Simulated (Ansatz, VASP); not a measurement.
# Two plane-wave programs on Zn

Contents of INCAR:

```
SYSTEM = Zn
PREC     = Accurate       ! precision mode
ENCUT    = 520            ! plane-wave cutoff, eV
EDIFF    = 1E-6           ! SCF threshold, eV
ISMEAR   = -1             ! smearing method
SIGMA    = 0.1            ! smearing width, eV
LREAL    = .FALSE.        ! projectors in reciprocal space
LASPH    = .TRUE.         ! aspherical terms in the spheres
NELM     = 60             ! most SCF steps
ALGO     = Normal         ! electronic algorithm
ISIF     = 2              ! what is computed and relaxed
LWAVE    = .FALSE.        ! write WAVECAR
LCHARG   = .FALSE.        ! write CHGCAR
GGA      = PS             ! functional
NBANDS   = 32             ! bands
```

Contents of KPOINTS:

```
Automatic mesh
0
G
  16 16 1
  0 0 0
```

File POSCAR:

```
Zn
1.0
    2.5896975869      0.0000000000      0.0000000000
   -1.2948487935      2.2427438984      0.0000000000
    0.0000000000      0.0000000000     23.3765000000
Zn
4
Direct
    0.8333333333      0.1666666667      0.3477458653
    0.1666666667      0.8333333333      0.4505198692
    0.8333333333      0.1666666667      0.5494801314
    0.1666666667      0.8333333333      0.6522541341
```

Input for Ansatz:

```yaml
crystal:
  lattice:
    - [2.5896975869, 0.0, 0.0]
    - [-1.2948487935, 2.2427438984, 0.0]
    - [0.0, 0.0, 23.3765]
  atoms:
    - { symbol: Zn, position: [0.8333333333, 0.1666666667, 0.3477458653] }
    - { symbol: Zn, position: [0.1666666667, 0.8333333333, 0.4505198692] }
    - { symbol: Zn, position: [0.8333333333, 0.1666666667, 0.5494801314] }
    - { symbol: Zn, position: [0.1666666667, 0.8333333333, 0.6522541341] }
kpoints:
  mp_grid: { grid: [16, 16, 1] }
scf:
  occupations: { method: fermi_dirac, width: 0.1 }
hamiltonian:
  xc: pbesol
  pseudopotentials: { kind: paw }
output:
  forces: true
  stress: true
  eigenvalues: true
  core_levels:
    shells: { Zn: ["2p"] }
    counted_from: fermi_level
    add_spin: false
  write_density: true
  write_potential: true
  elf: true
  volumetric_format: npy
```

Alike in both runs: task single point; functional PBEsol; k mesh 16 × 16 × 1; occupations fermi-dirac, width 0.1 eV; no spin polarisation.

|  | VASP | Ansatz |
| --- | --- | --- |
| version | VASP 6.6.1 | Ansatz 0.2.0 |
| potentials or method | VASP PAW PBE potentials, release 64 (Zn) | PAW with Ansatz's default frozen-core files, scalar-relativistic |
| plane-wave cutoff (eV) | 520 | 420 |
| valence electrons in the cell | 48 | 48 |

```csv
,VASP,Ansatz,Ansatz less VASP
rms of the force components (eV/Å),0.005,0.001,-0.0046
```

VASP's potentials were made for PBE, not for PBEsol. Atom by atom the forces differ by 0.005 eV/Å (rms over components). Ansatz's warnings: xc potential rough in thin density.
